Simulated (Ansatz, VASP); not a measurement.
Given: the input of a run of VASP 6.6.1 on WS2.

File INCAR:

```
SYSTEM = WS2
PREC = Accurate
ENCUT = 520
EDIFF = 1E-6
ISMEAR = -1
SIGMA = 0.05
LREAL = .FALSE.
LASPH = .TRUE.
NELM = 80
ALGO = Normal
ISIF = 2
LWAVE = .FALSE.
LCHARG = .TRUE.
GGA = CA
LELF = .TRUE.
LVHAR = .TRUE.
NBANDS = 20
```

Contents of KPOINTS:

```
regular mesh
0
G
  10 10 10
  0 0 0
```

File POSCAR:

```
WS2
1.0
    1.5790000000      0.9116360751      6.1633333333
   -1.5790000000      0.9116360751      6.1633333333
    0.0000000000     -1.8232721501      6.1633333333
W S
1 2
Direct
    0.0000000000      0.0000000000      0.0000000000
    0.5810000000      0.5810000000      0.5810000000
    0.7503000000      0.7503000000      0.7503000000
```

Potentials or basis: VASP PAW LDA potentials, release 64 (W_sv, S).

Launch:

```console
$ cat potpaw_LDA.64/W_sv/POTCAR potpaw_LDA.64/S/POTCAR > POTCAR
$ mpirun -np 1 vasp_std > vasp.out
```

Task: Translate it to Ansatz 0.2.0. Potentials there: all-electron LAPW, scalar-relativistic.

Result: As run (the cutoff follows the program's own potentials):

input.yaml

```yaml
crystal:
  lattice:
    - [1.579, 0.9116360751, 6.1633333333]
    - [-1.579, 0.9116360751, 6.1633333333]
    - [0.0, -1.8232721501, 6.1633333333]
  atoms:
    - { symbol: W, position: [0.0, 0.0, 0.0] }
    - { symbol: S, position: [0.581, 0.581, 0.581] }
    - { symbol: S, position: [0.7503, 0.7503, 0.7503] }
kpoints:
  mp_grid: { grid: [10, 10, 10] }
scf:
  occupations: { method: fermi_dirac, width: 0.05 }
hamiltonian:
  xc: lda
  pseudopotentials: { kind: all_electron, lapw: { basis_error: 0.002 } }
output:
  forces: true
  stress: true
  eigenvalues: true
```

Potentials or basis: all-electron LAPW, scalar-relativistic.

Command:

```console
$ ansatz run input.yaml --threads 2 --pin off --max-ram 8192MiB --backend cpu --events-out ev --progress --plain --runs-dir out
```

Both were run:

|  | VASP | Ansatz | Ansatz less VASP |
| --- | --- | --- | --- |
| gap on the k mesh at the Fermi level (eV) | 0.99 | 0.99 | -0.006 |
| least direct gap on the mesh (eV) | 2.23 | 2.22 | -0.008 |
| pressure (GPa) | -3.3 | -3.6 | -0.34 |
| traceless stress, the component that is largest in VASP (GPa) | 0.33 | 0.30 | -0.038 |
| rms of the force components (eV/Å) | 0.263 | 0.271 | +0.0083 |

LDA's correlation is that of Perdew and Zunger in VASP and of Perdew and Wang (1992) in Ansatz. Atom by atom the forces differ by 0.021 eV/Å (rms over components). Ansatz ran all-electron here, and VASP with PAW potentials.

Neither program's run includes spin-orbit coupling.
